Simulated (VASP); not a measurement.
# Cr (Fd-3m) in VASP: a series of runs

The runs below take Cr through single point, with r2SCAN.

All numbers are computed with VASP 6.6.1; they aren't measurements. Logs are shortened: lines on timing, memory, paths and dates and some standing lists are left out, and cuts for length are marked.

## (1) The cell of the first run

The structure is cubic, space group Fd-3m (No. 227). Conventional cell: a = 5.607 Å, b = 5.607 Å, c = 5.607 Å, α = 90.00°, β = 90.00°, γ = 90.00°. Cr (site symmetry -43m) has 4 Cr at 2.43 Å within 3.2 Å.

This isn't the form of Cr at room conditions, which is bcc.

## (2) Single point, r2SCAN, collinear spin, antiferromagnetic start (22.04 Å³/atom)

Contents of POSCAR:

```
Cr
1.0
    0.0000000000      2.8035923668      2.8035923668
    2.8035923668      0.0000000000      2.8035923668
    2.8035923668      2.8035923668      0.0000000000
Cr
2
Direct
    0.1250000000      0.1250000000      0.1250000000
    0.8750000000      0.8750000000      0.8750000000
```

Contents of INCAR.step1:

```
PREC = Accurate
ENCUT = 520
ISMEAR = -1
SIGMA = 0.05
LREAL = F
LASPH = T
NELM = 150
ISPIN = 2
MAGMOM = 3.4 -3.4
LMAXMIX = 4
NBANDS = 23
GGA = PE
ALGO = Normal
EDIFF = 1E-4
LWAVE = T
LCHARG = F
```

Contents of INCAR.step2:

```
PREC = Accurate
ENCUT = 520
EDIFF = 1E-6
ISMEAR = -1
SIGMA = 0.05
LREAL = F
LASPH = T
NELM = 150
ALGO = Normal
ISIF = 2
LWAVE = F
LCHARG = T
ISPIN = 2
MAGMOM = 3.4 -3.4
LORBIT = 11
LMAXMIX = 4
METAGGA = R2SCAN
LMIXTAU = T
LELF = T
LVHAR = T
NBANDS = 23
ISTART = 1
```

Contents of KPOINTS:

```
regular mesh
0
Gamma
  11 11 11
```

Potentials or basis: VASP PAW PBE potentials, release 64 (Cr_pv).

Run with:

```
cat potpaw_PBE.64/Cr_pv/POTCAR > POTCAR
cp INCAR.step1 INCAR
mpirun -np 1 vasp_std > vasp.out
cp INCAR.step2 INCAR
mpirun -np 1 vasp_std > vasp.out
```

OUTCAR:

```text
PREC = Accurate
   ENCUT = 520
   EDIFF = 1E-6
   ISMEAR = -1
   LREAL = F
   LASPH = T
   NELM = 150
   ISIF = 2
   ISPIN = 2
   LORBIT = 11
   METAGGA = R2SCAN
   ISTART = 1

 ion  position               nearest neighbor table
   1  0.125  0.125  0.125-   2 2.43   2 2.43   2 2.43   2 2.43
   2  0.875  0.875  0.875-   1 2.43   1 2.43   1 2.43   1 2.43

  LATTYP: Found a face centered cubic cell.
 ALAT       =     5.6071847336

  Lattice vectors:

 A1 = (   0.0000000000,   2.8035923668,   2.8035923668)
 A2 = (   2.8035923668,   0.0000000000,   2.8035923668)
 A3 = (   2.8035923668,   2.8035923668,   0.0000000000)

Analysis of symmetry for initial positions (statically):
=====================================================================
 Subroutine PRICEL returns:
 Original cell was already a primitive cell.

 Routine SETGRP: Setting up the symmetry group for a
 face centered cubic supercell.

 Subroutine GETGRP returns: Found 48 space group operations
 (whereof 12 operations were pure point group operations)
 out of a pool of 48 trial point group operations.

The static configuration has the point symmetry D_3d.
 The point group associated with its full space group is O_h .

Analysis of symmetry for dynamics (positions and initial velocities):
=====================================================================
 Subroutine PRICEL returns:
 Original cell was already a primitive cell.

 Routine SETGRP: Setting up the symmetry group for a
 face centered cubic supercell.

 Subroutine GETGRP returns: Found 48 space group operations
 (whereof 12 operations were pure point group operations)
 out of a pool of 48 trial point group operations.

The dynamic configuration has the point symmetry D_3d.
 The point group associated with its full space group is O_h .

Analysis of structural, dynamic, and magnetic symmetry:
=====================================================================
 Subroutine PRICEL returns:
 Original cell was already a primitive cell.

 Routine SETGRP: Setting up the symmetry group for a
 face centered cubic supercell.

 Subroutine GETGRP returns: Found 48 space group operations
 (whereof 12 operations were pure point group operations)
 out of a pool of 48 trial point group operations.

The overall configuration has the point symmetry D_3d.
 The point group associated with its full space group is O_h .

 Subroutine INISYM returns: Found 48 space group operations
 (whereof 12 operations are pure point group operations),
 and found     1 'primitive' translations

----------------------------------------------------------------------------------------

                                     Primitive cell

  volume of cell :      44.0732

  direct lattice vectors                    reciprocal lattice vectors
     0.000000000  2.803592367  2.803592367    -0.178342617  0.178342617  0.178342617
     2.803592367  0.000000000  2.803592367     0.178342617 -0.178342617  0.178342617
     2.803592367  2.803592367  0.000000000     0.178342617  0.178342617 -0.178342617

  length of vectors
     3.964878348  3.964878348  3.964878348     0.308898474  0.308898474  0.308898474

  position of ions in fractional coordinates (direct lattice)
     0.125000000  0.125000000  0.125000000
     0.875000000  0.875000000  0.875000000

  ion indices of the primitive-cell ions
   primitive index   ion index
                 1           1
                 2           2

----------------------------------------------------------------------------------------

 KPOINTS: regular mesh

Automatic generation of k-mesh.
 Grid dimensions read from file:
 generate k-points for:   11   11   11

 Generating k-lattice:

  Cartesian coordinates                     Fractional coordinates (reciprocal lattice)
    -0.016212965  0.016212965  0.016212965     0.090909091  0.000000000  0.000000000
     0.016212965 -0.016212965  0.016212965     0.000000000  0.090909091  0.000000000
     0.016212965  0.016212965 -0.016212965     0.000000000  0.000000000  0.090909091

  Length of vectors
     0.028081679  0.028081679  0.028081679

  Shift w.r.t. Gamma in fractional coordinates (k-lattice)
     0.000000000  0.000000000  0.000000000

 Subroutine IBZKPT returns following result:
 ===========================================

 Found     56 irreducible k-points:

 Following reciprocal coordinates:
            Coordinates               Weight
  0.000000  0.000000  0.000000      1.000000
  0.090909  0.000000  0.000000      8.000000
  0.181818  0.000000  0.000000      8.000000
  0.272727  0.000000  0.000000      8.000000
  0.363636  0.000000  0.000000      8.000000
  0.454545  0.000000  0.000000      8.000000
[... 16 lines left out ...]
 -0.272727  0.181818  0.000000     24.000000
 -0.181818  0.181818  0.000000     12.000000
 [... further k-points ...]
   k-points           NKPTS =     56   k-points in BZ     NKDIM =     56   number of bands    NBANDS=     23
   number of dos      NEDOS =    301   number of ions     NIONS =      2
   total plane-waves  NPLWV =  27000
   dimension x,y,z NGX =    30 NGY =   30 NGZ =   30
   dimension x,y,z NGXF=    60 NGYF=   60 NGZF=   60
   ions per type =               2
   NGX,Y,Z   is equivalent  to a cutoff of  12.58, 12.58, 12.58 a.u.
   NGXF,Y,Z  is equivalent  to a cutoff of  25.16, 25.16, 25.16 a.u.
 SYSTEM =  unknown system
   PREC   = accura    normal or accurate (medium, high low for compatibility)
   ISTART =      1    job   : 0-new  1-cont  2-samecut
   ICHARG =      0    charge: 1-file 2-atom 10-const
   ISPIN  =      2    spin polarized calculation?
   LNONCOLLINEAR =      F non collinear calculations
   LSORBIT =      F    spin-orbit coupling
   LASPH  =      T    aspherical Exc in radial PAW
   ENCUT  =  520.0 eV  38.22 Ry    6.18 a.u.   7.37  7.37  7.37*2*pi/ulx,y,z
   NELM   =    150;   NELMIN=  2; NELMDL=  0     # of ELM steps
   EDIFF  = 0.1E-05   stopping-criterion for ELM
   LREAL  =      F    real-space projection
   EDIFFG = 0.1E-04   stopping-criterion for IOM
   NSW    =      0    number of steps for IOM
   IBRION =     -1    ionic relax: 0-MD 1-quasi-New 2-CG
   NFREE  =      0    steps in history (QN), initial steepest desc. (CG)
   ISIF   =      2    stress and relaxation
   ISYM   =      2    0-nonsym 1-usesym 2-fastsym
   POTIM  = 0.5000    time-step for ionic-motion
   TEBEG  =    0.0;   TEEND  =   0.0 temperature during run
   PSTRESS=    0.0 pullay stress
   NELECT =      24.0000    total number of electrons
   NUPDOWN=      -1.0000    fix difference up-down
   EMIN   =  10.00;   EMAX   =-10.00  energy-range for DOS
   EFERMI =   0.00;   METHOD = LEGACY
   ISMEAR =    -1;   SIGMA  =   0.05  broadening in eV -4-tet -1-fermi 0-gaus
   EFERMI_NEDOS =   21; number of points for ismear=-14 and -15
   IALGO  =     38    algorithm
   IMIX   =      4    mixing-type and parameters
     AMIX     =   0.40;   BMIX     =  1.00
     AMIX_MAG =   1.60;   BMIX_MAG =  1.00
  volume/ion in A,a.u.               =      22.04       148.71
  Fermi-wavevector in a.u.,A,eV,Ry     =   1.336863  2.526306 24.316384  1.787204
  Thomas-Fermi vector in A             =   2.465457
   LORBIT       =     11    0 simple, 1 ext, 2 COOP (PROOUT), +10 PAW based schemes
   METAGGA = R2SCAN    functional components
   LHFCALC =     F    Hartree Fock is set to
   AEXX    =    0.0000 exact exchange contribution
   IVDW    =     0    specifies the selected vdW correction
   LEPSILON=     F    determine dielectric tensor
   LRPA    =     F    only Hartree local field effects (RPA)
 spin polarized calculation
  energy-cutoff  :      520.00
  volume of cell :       44.07
 maximum number of plane-waves:      1243
 NGX is ok and might be reduce to    30
   NGX = 15   NGY = 15   NGZ = 15

 number of electron      24.0000015 magnetization       0.0000000

 number of electron      24.0000015 magnetization      -0.0000000

 Free energy of the ion-electron system (eV)
  ---------------------------------------------------
  ext. energy  EPLUGINS =         0.00000000
  ---------------------------------------------------
  free energy    TOTEN  =       -26.59531106 eV

  energy without entropy =      -26.58997826  energy(sigma->0) =      -26.59264466

 E-fermi :   3.8936     XC(G=0): -10.4619

 val. band max:        3.8806589521   @ k =  -0.2727   0.4545   0.1818
 cond. band min:       3.9372074624   @ k =  -0.3636   0.4545   0.0909
 fundamental gap:      0.0565485102
 Fermi energy:         3.8935996242

 spin component 1

 k-point     1 :       0.0000    0.0000    0.0000
  band No.  band energies     occupation
      1     -41.1198      1.00000
      2     -41.1198      1.00000
      3     -41.1197      1.00000
      4     -36.5171      1.00000
      5     -36.5171      1.00000
      6     -36.5169      1.00000
[... 15 lines left out ...]
     22      16.0190      0.00000
     23      16.3229      0.00000
[... 575 lines left out ...]
      1     -41.1260      1.00000
      2     -41.1222      1.00000
      3     -41.1191      1.00000
      4     -36.5229      1.00000
      5     -36.5146      1.00000
      6     -36.5131      1.00000
[... 15 lines left out ...]
     22      14.3238      0.00000
     23      15.1570      0.00000

 [... further k-points ...]

 spin component 2

 k-point     1 :       0.0000    0.0000    0.0000
  band No.  band energies     occupation
      1     -41.1198      1.00000
      2     -41.1198      1.00000
      3     -41.1197      1.00000
      4     -36.5171      1.00000
      5     -36.5171      1.00000
      6     -36.5169      1.00000
[... 15 lines left out ...]
     22      16.0190      0.00000
     23      16.3229      0.00000
[... 575 lines left out ...]
      1     -41.1260      1.00000
      2     -41.1222      1.00000
      3     -41.1191      1.00000
      4     -36.5229      1.00000
      5     -36.5146      1.00000
      6     -36.5131      1.00000
[... 15 lines left out ...]
     22      14.3238      0.00000
     23      15.1570      0.00000

 [... further k-points ...]

------------------------ aborting loop because EDIFF is reached ----------------------------------------

  FORCE on cell =-STRESS in cart. coord.  units (eV):
  Direction    XX          YY          ZZ          XY          YZ          ZX
  --------------------------------------------------------------------------------------
  -------------------------------------------------------------------------------------
  Total        0.3143409      0.3143409      0.3143409     -0.0000000     -0.0000000      0.0000000
  in kB       11.4271238     11.4271238     11.4271238     -0.0000000     -0.0000000      0.0000000
  external PRESSURE =      11.4271238 kB  Pullay stress =       0.0000000 kB

 VOLUME and BASIS-vectors are now :
 -----------------------------------------------------------------------------
  energy-cutoff  :      520.00
  volume of cell :       44.07
      direct lattice vectors                 reciprocal lattice vectors
     0.000000000  2.803592367  2.803592367    -0.178342617  0.178342617  0.178342617
     2.803592367  0.000000000  2.803592367     0.178342617 -0.178342617  0.178342617
     2.803592367  2.803592367  0.000000000     0.178342617  0.178342617 -0.178342617

 POSITION                                       TOTAL-FORCE (eV/Angst)
 -----------------------------------------------------------------------------------
      0.70090      0.70090      0.70090        -0.000000     -0.000000     -0.000000
      4.90629      4.90629      4.90629         0.000000      0.000000      0.000000
 -----------------------------------------------------------------------------------
    total drift:                               -0.000000      0.000000      0.000000

  FREE ENERGIE OF THE ION-ELECTRON SYSTEM (eV)
  ---------------------------------------------------
  free  energy   TOTEN  =       -26.5953110580 eV

  energy  without entropy=      -26.5899782613  energy(sigma->0) =      -26.59264466

 total charge

# of ion       s       p       d       tot
------------------------------------------
    1        0.567   6.108   4.287  10.961
    2        0.567   6.108   4.287  10.961
--------------------------------------------------
tot          1.133  12.215   8.573  21.922

 magnetization (x)

# of ion       s       p       d       tot
------------------------------------------
    1        0.097  -0.045   3.527   3.580
    2       -0.097   0.045  -3.527  -3.580
--------------------------------------------------
tot          0.000   0.000   0.000   0.000
```

It took 4.4 min on 1 thread of AMD EPYC 9R45 (Zen 5), shared host; peak memory 0.21 GiB.

What came out:

| Quantity | Value |
| --- | --- |
| Free energy | -26.5953 eV |
| Pressure | 1.1 GPa |
| Band gap on the k mesh | zero (filled and empty bands overlap) |
| Net moment | 0.00 μB per cell |
| Site moments | Cr +3.58, -3.58 μB |
| Valence electrons inside the program's atomic spheres | Cr 10.96 |

Levels at points of the mesh, in eV from the Fermi level:
Spin up:
| k point | band 10 | band 11 | band 12 | band 13 | band 14 | band 15 |
| --- | --- | --- | --- | --- | --- | --- |
| (0.00, 0.00, 0.00) | -1.13 | -1.04 | -1.04 | 2.69 | 2.69 | 2.69 |
Spin down:
```tsv
k point	band 10	band 11	band 12	band 13	band 14	band 15
(0.00, 0.00, 0.00)	-1.13	-1.04	-1.04	2.69	2.69	2.69
```

Caveat: the antiferromagnetic order is the one typed at the start, and another may lie lower; the PAW data sets were made with another functional, which shifts forces and pressure a little.

## (3) Single point, r2SCAN, collinear spin, antiferromagnetic start

This run uses another cell than the first one, of 22.95 Å³/atom.

Contents of POSCAR:

```
Cr
1.0
    0.0000000000      2.8420025147      2.8420025147
    2.8420025147      0.0000000000      2.8420025147
    2.8420025147      2.8420025147      0.0000000000
Cr
2
Direct
    0.1250000000      0.1250000000      0.1250000000
    0.8750000000      0.8750000000      0.8750000000
```

Contents of INCAR.step1:

```
SYSTEM = Cr
PREC = Accurate
ENCUT = 520
ISMEAR = -1
SIGMA = 0.05
LREAL = .False.
LASPH = .True.
NELM = 150
ISPIN = 2
MAGMOM = 1.5 -1.5
LMAXMIX = 4
NBANDS = 23
GGA = PE
ALGO = Normal
EDIFF = 1E-4
LWAVE = .True.
LCHARG = .False.
```

Contents of INCAR.step2:

```
SYSTEM = Cr
PREC = Accurate
ENCUT = 520
EDIFF = 1E-7
ISMEAR = -1
SIGMA = 0.05
LREAL = .False.
LASPH = .True.
NELM = 150
ALGO = Normal
ISIF = 2
LWAVE = .False.
LCHARG = .False.
ISPIN = 2
MAGMOM = 1.5 -1.5
LORBIT = 11
LMAXMIX = 4
METAGGA = R2SCAN
LMIXTAU = .True.
NBANDS = 23
ISTART = 1
```

Contents of KPOINTS:

```
regular mesh
0
Gamma
  11 11 11
  0 0 0
```

Potentials or basis: VASP PAW PBE potentials, release 64 (Cr_pv).

Run with:

```
cat potpaw_PBE.64/Cr_pv/POTCAR > POTCAR
cp INCAR.step1 INCAR
mpirun -np 1 vasp_std > vasp.out
cp INCAR.step2 INCAR
mpirun -np 1 vasp_std > vasp.out
```

Wall time 5.1 min (1 thread of AMD EPYC 9R45 (Zen 5), shared host); peak memory 0.22 GiB.

Results (log left out):

```
Free energy                                           : -26.6030 eV
Pressure                                              : 0.1 GPa
Band gap on the k mesh                                : zero (filled and empty bands overlap)
Net moment                                            : 0.00 μB per cell
Site moments                                          : Cr +3.65, -3.65 μB
Valence electrons inside the program's atomic spheres : Cr 10.92
```

Levels at points of the mesh, in eV from the Fermi level:
Spin up:
```tsv
k point	band 10	band 11	band 12	band 13	band 14	band 15
(0.00, 0.00, 0.00)	-1.05	-0.94	-0.94	2.77	2.77	2.78
```
Spin down:
```csv
k point,band 9,band 10,band 11,band 12,band 13,band 14,band 15,band 16
"(0.00, 0.00, 0.00)",-1.05,-1.05,-0.94,-0.94,2.77,2.77,2.78,2.85
```

Caveat: the antiferromagnetic order is the one typed at the start, and another may lie lower; the PAW data sets were made with another functional, which shifts forces and pressure a little.

The gap in the log of VASP goes by the Fermi energy; the results here count the filled bands.